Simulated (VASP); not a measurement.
# HPt6 in VASP: a series of runs

Runs on HPt6. Level: PBE. Tasks: single point.

Program: VASP 6.6.1. These are calculated values, not measurements. Logs are shortened: lines on timing, memory, paths and dates and some standing lists are left out, and cuts for length are marked.

### Step 1. The cell of the first run

The cell holds a slab with vacuum, 14 atoms: a = 5.614 Å, b = 5.614 Å, c = 21.851 Å, α = 90.00°, β = 90.00°, γ = 90.00°.

### Step 2. Single point, PBE

INCAR reads:

```
ALGO = Normal
DIPOL = 0.5 0.5 0.295
EDIFF = 1E-6
ENCUT = 520
GGA = PE
IDIPOL = 3
ISIF = 2
ISMEAR = 0
LASPH = T
LCHARG = F
LDIPOL = T
LREAL = F
LWAVE = F
NBANDS = 74
NELM = 100
PREC = Accurate
SIGMA = 0.1
```

KPOINTS reads:

```
k-points
0
Gamma
  5 5 1
```

POSCAR reads:

```
HPt6
1.0
    5.6143281343      0.0000000000      0.0000000000
    0.0000000000      5.6143281343      0.0000000000
    0.0000000000      0.0000000000     21.8513792319
Pt H
12 2
Direct
    0.2500000000      0.2500000000      0.1830548066
    0.2500000000      0.7500000000      0.1830548066
    0.7500000000      0.2500000000      0.1830548066
    0.7500000000      0.7500000000      0.1830548066
    0.0000000000      0.0000000000      0.2712126041
    0.0000000000      0.5000000000      0.2712126041
    0.5000000000      0.0000000000      0.2712126041
    0.5000000000      0.5000000000      0.2712126041
    0.2500000000      0.2500000000      0.3593081768
    0.2500000000      0.7500000000      0.3593081768
    0.7500000000      0.2500000000      0.3593081768
    0.7500000000      0.7500000000      0.3593081768
   -0.0578876033      0.0000000000      0.4384793806
    0.0578876033      0.0000000000      0.4384793806
```

Potentials or basis: VASP PAW PBE potentials, release 64 (Pt, H).

Command:

```
$ cat potpaw_PBE.64/Pt/POTCAR potpaw_PBE.64/H/POTCAR > POTCAR
$ mpirun -np 1 vasp_std > vasp.out
```

OUTCAR:

```text
EDIFF = 1E-6
   ENCUT = 520
   GGA = PE
   ISIF = 2
   ISMEAR = 0
   LASPH = T
   LREAL = F
   NELM = 100
   PREC = Accurate

 ion  position               nearest neighbor table
   1  0.250  0.250  0.183-   5 2.77   6 2.77   7 2.77   8 2.77   2 2.81   3 2.81   2 2.81   3 2.81

   2  0.250  0.750  0.183-   5 2.77   6 2.77   7 2.77   8 2.77   1 2.81   4 2.81   1 2.81   4 2.81

   3  0.750  0.250  0.183-   5 2.77   6 2.77   7 2.77   8 2.77   1 2.81   4 2.81   4 2.81   1 2.81
[... 15 lines left out ...]
  11  0.750  0.250  0.359-   5 2.77   6 2.77   7 2.77   8 2.77   9 2.81  12 2.81  12 2.81   9 2.81

  12  0.750  0.750  0.359-   5 2.77   6 2.77   7 2.77   8 2.77  10 2.81  11 2.81  11 2.81  10 2.81

  13  0.942  0.000  0.438-  14 0.65
  14  0.058  0.000  0.438-  13 0.65

  LATTYP: Found a simple tetragonal cell.
 ALAT       =     5.6143281343
 C/A-ratio  =     3.8920737636

  Lattice vectors:

 A1 = (   5.6143281343,   0.0000000000,   0.0000000000)
 A2 = (   0.0000000000,   5.6143281343,   0.0000000000)
 A3 = (   0.0000000000,   0.0000000000,  21.8513792319)

Analysis of symmetry for initial positions (statically):
=====================================================================
 Subroutine PRICEL returns:
 Original cell was already a primitive cell.

 Routine SETGRP: Setting up the symmetry group for a
 simple tetragonal supercell.

 Subroutine GETGRP returns: Found  4 space group operations
 (whereof  4 operations were pure point group operations)
 out of a pool of 16 trial point group operations.

The static configuration has the point symmetry C_2v.

Analysis of symmetry for dynamics (positions and initial velocities):
=====================================================================
 Subroutine PRICEL returns:
 Original cell was already a primitive cell.

 Routine SETGRP: Setting up the symmetry group for a
 simple tetragonal supercell.

 Subroutine GETGRP returns: Found  4 space group operations
 (whereof  4 operations were pure point group operations)
 out of a pool of 16 trial point group operations.

The dynamic configuration has the point symmetry C_2v.

 Subroutine INISYM returns: Found  4 space group operations
 (whereof  4 operations are pure point group operations),
 and found     1 'primitive' translations

----------------------------------------------------------------------------------------

                                     Primitive cell

  volume of cell :     688.7703

  direct lattice vectors                    reciprocal lattice vectors
     5.614328134  0.000000000  0.000000000     0.178115703  0.000000000  0.000000000
     0.000000000  5.614328134  0.000000000     0.000000000  0.178115703  0.000000000
     0.000000000  0.000000000 21.851379232     0.000000000  0.000000000  0.045763702

  length of vectors
     5.614328134  5.614328134 21.851379232     0.178115703  0.178115703  0.045763702

  position of ions in fractional coordinates (direct lattice)
     0.250000000  0.250000000  0.183054807
     0.250000000  0.750000000  0.183054807
     0.750000000  0.250000000  0.183054807
     0.750000000  0.750000000  0.183054807
     0.000000000  0.000000000  0.271212604
     0.000000000  0.500000000  0.271212604
     0.500000000  0.000000000  0.271212604
     0.500000000  0.500000000  0.271212604
     0.250000000  0.250000000  0.359308177
     0.250000000  0.750000000  0.359308177
     0.750000000  0.250000000  0.359308177
     0.750000000  0.750000000  0.359308177
     0.942112397  0.000000000  0.438479381
     0.057887603  0.000000000  0.438479381

  ion indices of the primitive-cell ions
   primitive index   ion index
                 1           1
                 2           2
                 3           3
                 4           4
                 5           5
                 6           6
                 7           7
                 8           8
                 9           9
                10          10
                11          11
                12          12
                13          13
                14          14

----------------------------------------------------------------------------------------

 KPOINTS: k-points

Automatic generation of k-mesh.
 Grid dimensions read from file:
 generate k-points for:    5    5    1

 Generating k-lattice:

  Cartesian coordinates                     Fractional coordinates (reciprocal lattice)
     0.035623141  0.000000000  0.000000000     0.200000000  0.000000000  0.000000000
     0.000000000  0.035623141  0.000000000     0.000000000  0.200000000  0.000000000
     0.000000000  0.000000000  0.045763702     0.000000000  0.000000000  1.000000000

  Length of vectors
     0.035623141  0.035623141  0.045763702

  Shift w.r.t. Gamma in fractional coordinates (k-lattice)
     0.000000000  0.000000000  0.000000000

 Subroutine IBZKPT returns following result:
 ===========================================

 Found      9 irreducible k-points:

 Following reciprocal coordinates:
            Coordinates               Weight
  0.000000  0.000000  0.000000      1.000000
  0.200000  0.000000  0.000000      2.000000
  0.000000  0.200000  0.000000      2.000000
  0.400000  0.000000  0.000000      2.000000
  0.000000  0.400000  0.000000      2.000000
  0.200000  0.200000  0.000000      4.000000
  0.400000  0.200000  0.000000      4.000000
 -0.200000  0.400000  0.000000      4.000000
  0.400000  0.400000  0.000000      4.000000
   k-points           NKPTS =      9   k-points in BZ     NKDIM =      9   number of bands    NBANDS=     74
   number of dos      NEDOS =    301   number of ions     NIONS =     14
   total plane-waves  NPLWV = 296352
   dimension x,y,z NGX =    42 NGY =   42 NGZ =  168
   dimension x,y,z NGXF=    84 NGYF=   84 NGZF=  336
   ions per type =              12   2
   NGX,Y,Z   is equivalent  to a cutoff of  12.44, 12.44, 12.78 a.u.
   NGXF,Y,Z  is equivalent  to a cutoff of  24.87, 24.87, 25.56 a.u.
 SYSTEM =  unknown system
   PREC   = accura    normal or accurate (medium, high low for compatibility)
   ISTART =      0    job   : 0-new  1-cont  2-samecut
   ICHARG =      2    charge: 1-file 2-atom 10-const
   ISPIN  =      1    spin polarized calculation?
   LNONCOLLINEAR =      F non collinear calculations
   LSORBIT =      F    spin-orbit coupling
   LASPH  =      T    aspherical Exc in radial PAW
   ENCUT  =  520.0 eV  38.22 Ry    6.18 a.u.  10.44 10.44 40.63*2*pi/ulx,y,z
   NELM   =    100;   NELMIN=  2; NELMDL= -5     # of ELM steps
   EDIFF  = 0.1E-05   stopping-criterion for ELM
   LREAL  =      F    real-space projection
   EDIFFG = 0.1E-04   stopping-criterion for IOM
   NSW    =      0    number of steps for IOM
   IBRION =     -1    ionic relax: 0-MD 1-quasi-New 2-CG
   NFREE  =      0    steps in history (QN), initial steepest desc. (CG)
   ISIF   =      2    stress and relaxation
   ISYM   =      2    0-nonsym 1-usesym 2-fastsym
   POTIM  = 0.5000    time-step for ionic-motion
   TEBEG  =    0.0;   TEEND  =   0.0 temperature during run
   PSTRESS=    0.0 pullay stress
   NELECT =     122.0000    total number of electrons
   NUPDOWN=      -1.0000    fix difference up-down
   EMIN   =  10.00;   EMAX   =-10.00  energy-range for DOS
   EFERMI =   0.00;   METHOD = LEGACY
   ISMEAR =     0;   SIGMA  =   0.10  broadening in eV -4-tet -1-fermi 0-gaus
   EFERMI_NEDOS =   21; number of points for ismear=-14 and -15
   IALGO  =     38    algorithm
   IMIX   =      4    mixing-type and parameters
     AMIX     =   0.40;   BMIX     =  1.00
     AMIX_MAG =   1.60;   BMIX_MAG =  1.00
  volume/ion in A,a.u.               =      49.20       332.00
  Fermi-wavevector in a.u.,A,eV,Ry     =   0.919397  1.737409 11.500891  0.845292
  Thomas-Fermi vector in A             =   2.044587
   LORBIT       =      0    0 simple, 1 ext, 2 COOP (PROOUT), +10 PAW based schemes
   GGA     = PE    functional components
   LHFCALC =     F    Hartree Fock is set to
   AEXX    =    0.0000 exact exchange contribution
   IVDW    =     0    specifies the selected vdW correction
   LEPSILON=     F    determine dielectric tensor
   LRPA    =     F    only Hartree local field effects (RPA)
 non-spin polarized calculation
 Gauss-broadening in eV      SIGMA  =   0.10
  energy-cutoff  :      520.00
  volume of cell :      688.77
 maximum number of plane-waves:     18583
 NGX is ok and might be reduce to    42
   NGX = 21   NGY = 21   NGZ = 81

 dipolmoment           0.000000      0.000000      0.006601 electrons x Angstroem

 number of electron     122.0000010 magnetization

 dipolmoment           0.000000      0.000000     -0.068577 electrons x Angstroem

 Free energy of the ion-electron system (eV)
  ---------------------------------------------------
  ext. energy  EPLUGINS =         0.00000000
  ---------------------------------------------------
  free energy    TOTEN  =       -72.02583860 eV

  energy without entropy =      -71.88961476  energy(sigma->0) =      -71.95772668

 E-fermi :  -1.0676     XC(G=0):  -4.5481

 val. band max:       -1.0685587020   @ k =   0.2000   0.2000   0.0000
 cond. band min:      -1.0534478206   @ k =  -0.2000   0.4000   0.0000
 fundamental gap:      0.0151108815
 Fermi energy:        -1.0676349298

 k-point     1 :       0.0000    0.0000    0.0000
  band No.  band energies     occupation
      1     -10.0053      2.00000
      2      -8.6028      2.00000
      3      -7.5256      2.00000
      4      -7.5192      2.00000
      5      -7.3019      2.00000
      6      -7.3015      2.00000
[... 673 lines left out ...]
     72       2.5811      0.00000
     73       3.2320      0.00000
 [bands above 73 left out]

------------------------ aborting loop because EDIFF is reached ----------------------------------------

 vacuum level on the upper side and lower side of the slab       (xc-potential included)        -0.320         0.065

  FORCE on cell =-STRESS in cart. coord.  units (eV):
  Direction    XX          YY          ZZ          XY          YZ          ZX
  --------------------------------------------------------------------------------------
  -------------------------------------------------------------------------------------
  Total       -8.1003933    -11.8424273      1.6414620      0.0000000      0.0000000      0.0000000
  in kB      -18.8426617    -27.5471625      3.8182730      0.0000000      0.0000000      0.0000000
  external PRESSURE =     -14.1905171 kB  Pullay stress =       0.0000000 kB

 VOLUME and BASIS-vectors are now :
 -----------------------------------------------------------------------------
  energy-cutoff  :      520.00
  volume of cell :      688.77
      direct lattice vectors                 reciprocal lattice vectors
     5.614328134  0.000000000  0.000000000     0.178115703  0.000000000  0.000000000
     0.000000000  5.614328134  0.000000000     0.000000000  0.178115703  0.000000000
     0.000000000  0.000000000 21.851379232     0.000000000  0.000000000  0.045763702

 POSITION                                       TOTAL-FORCE (eV/Angst)
 -----------------------------------------------------------------------------------
      1.40358      1.40358      4.00000         0.011450      0.017152      0.013525
      1.40358      4.21075      4.00000         0.011450     -0.017152      0.013525
      4.21075      1.40358      4.00000        -0.011450      0.017152      0.013525
      4.21075      4.21075      4.00000        -0.011450     -0.017152      0.013525
      0.00000      0.00000      5.92637         0.000000     -0.000000     -0.093532
      0.00000      2.80716      5.92637         0.000000     -0.000000     -0.007297
      2.80716      0.00000      5.92637         0.000000     -0.000000     -0.018673
      2.80716      2.80716      5.92637         0.000000     -0.000000     -0.255444
      1.40358      1.40358      7.85138         0.140275      0.141923     -0.109523
      1.40358      4.21075      7.85138         0.140275     -0.141923     -0.109523
      4.21075      1.40358      7.85138        -0.140275      0.141923     -0.109523
      4.21075      4.21075      7.85138        -0.140275     -0.141923     -0.109523
      5.28933      0.00000      9.58138        -5.761299     -0.000000      0.379470
      0.32500      0.00000      9.58138         5.761299     -0.000000      0.379470
 -----------------------------------------------------------------------------------
    total drift:                                0.000000      0.000000      0.000017

  FREE ENERGIE OF THE ION-ELECTRON SYSTEM (eV)
  ---------------------------------------------------
  free  energy   TOTEN  =       -72.0258386026 eV

  energy  without entropy=      -71.8896147592  energy(sigma->0) =      -71.95772668

 vacuum level on the upper side and lower side of the slab         4.129         4.517
```

Run time: 32 min. Hardware: 1 thread of Oxide Virtual Turin-like, shared host; peak memory 0.76 GiB.

What came out:

| Property | Result |
| --- | --- |
| Free energy | -72.0258 eV |
| Largest force | 5.774 eV/Å |
| Band gap on the k mesh | zero (bands 61 and 62 overlap by 0.15 eV) |

Forces on the atoms (eV/Å):
```
Pt   0.011  0.017  0.014
Pt   0.011 -0.017  0.014
Pt  -0.011  0.017  0.014
Pt  -0.011 -0.017  0.014
Pt   0.000  0.000 -0.094
Pt   0.000  0.000 -0.007
Pt   0.000  0.000 -0.019
Pt   0.000  0.000 -0.255
Pt   0.140  0.142 -0.110
Pt   0.140 -0.142 -0.110
Pt  -0.140  0.142 -0.110
Pt  -0.140 -0.142 -0.110
H   -5.761  0.000  0.379
H    5.761  0.000  0.379
```

Caveat: spin-orbit coupling is left out, which moves the levels of the heavy elements.

(Part 1 of 2 ends here.)
